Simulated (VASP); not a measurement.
A run of VASP 6.6.1 is set up as follows.

INCAR

```
SYSTEM = Ga8P8H
PREC = Accurate
ENCUT = 520
EDIFF = 1E-6
ISMEAR = 0
SIGMA = 0.01
LREAL = Auto
LASPH = .TRUE.
NELM = 80
ALGO = Normal
ISIF = 2
LWAVE = .FALSE.
LCHARG = .FALSE.
GGA = PE
NELECT = 146.0
NBANDS = 86
```

KPOINTS

```
regular mesh
0
G
  3 3 3
  0 0 0
```

The input POSCAR:

```
Ga8P8H
1.0
    0.0000000000      5.5051169764     -5.5051169764
    5.5051169764      5.5051169764      0.0000000000
    5.5051169764      0.0000000000     -5.5051169764
Ga P H
8 8 1
Direct
    0.5025123876      0.5025123876     -0.0025123876
    0.5025123876     -0.0025123876     -0.0025123876
    0.9974876124      0.5025123876     -0.0025123876
    1.0000000000      0.0000000000      0.0000000000
    0.5000000000      0.5000000000      0.5000000000
    0.5025123876     -0.0025123876      0.5025123876
    0.9974876124      0.5025123876      0.5025123876
    0.9974876124     -0.0025123876      0.5025123876
    0.3744188241      0.3744188241      0.3744188241
    0.3744188241      0.8767435278      0.3744188241
    0.8767435278      0.3744188241      0.3744188241
    0.8741434683      0.8741434683      0.3775695950
    0.3744188241      0.3744188241      0.8767435278
    0.3775695950      0.8741434683      0.8741434683
    0.8741434683      0.3775695950      0.8741434683
    0.8741434683      0.8741434683      0.8741434683
    0.7500000000      0.7500000000      0.7500000000
```

Potentials or basis: VASP PAW PBE potentials, release 64 (Ga_d, P, H).

Run with:

```sh
$ cat potpaw_PBE.64/Ga_d/POTCAR potpaw_PBE.64/P/POTCAR potpaw_PBE.64/H/POTCAR > POTCAR
$ mpirun -np 1 vasp_std > vasp.out
```

(1) Estimate the largest force.

Answers

(1) 0.008 eV/Å.

Caveat: the cell carries a net charge on a neutralising background, which shifts energy and pressure.
